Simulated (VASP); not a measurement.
## Pb: single point with PBE

Crystal: Pb.

```
Pb
1.0
     0.01933    2.46287    2.45281
     2.50286   -0.00675    2.47889
     2.48132    2.46742    0.01479
Pb
1
Direct
  0.00000 0.00000 0.00000
```

| Item | Value |
| --- | --- |
| Program | VASP 6.6.1 |
| Task | single point |
| Functional | PBE |
| Potentials or basis | VASP PAW PBE potentials, release 64 (Pb_d) |
| Cutoff | 520 eV |
| k mesh | 9 × 9 × 9 |
| Occupations | fermi-dirac, width 0.05 eV |
| Spin | no spin polarisation |

- Pressure: 2.6 GPa
- Band gap on the k mesh: zero (bands 7 and 8 overlap by 8.87 eV)

Stress tensor (GPa, compression positive):
```
 2.47  0.05 -0.59
 0.05  2.61  0.16
-0.59  0.16  2.69
```

Levels at points of the mesh, in eV from the Fermi level:
| k point | band 3 | band 4 | band 5 | band 6 | band 7 | band 8 | band 9 | band 10 | band 11 | band 12 |
| --- | --- | --- | --- | --- | --- | --- | --- | --- | --- | --- |
| (0.00, 0.00, 0.00) | -16.93 | -16.80 | -16.79 | -11.66 | 7.41 | 7.60 | 7.80 | 9.93 | 11.51 | 12.47 |

Wall time 80 s on 1 thread of AMD EPYC 9R45 96-Core Processor (Zen 5) (shared host), peak memory 0.23 GiB.

Caveat: spin-orbit coupling is left out, which moves the levels of the heavy elements.
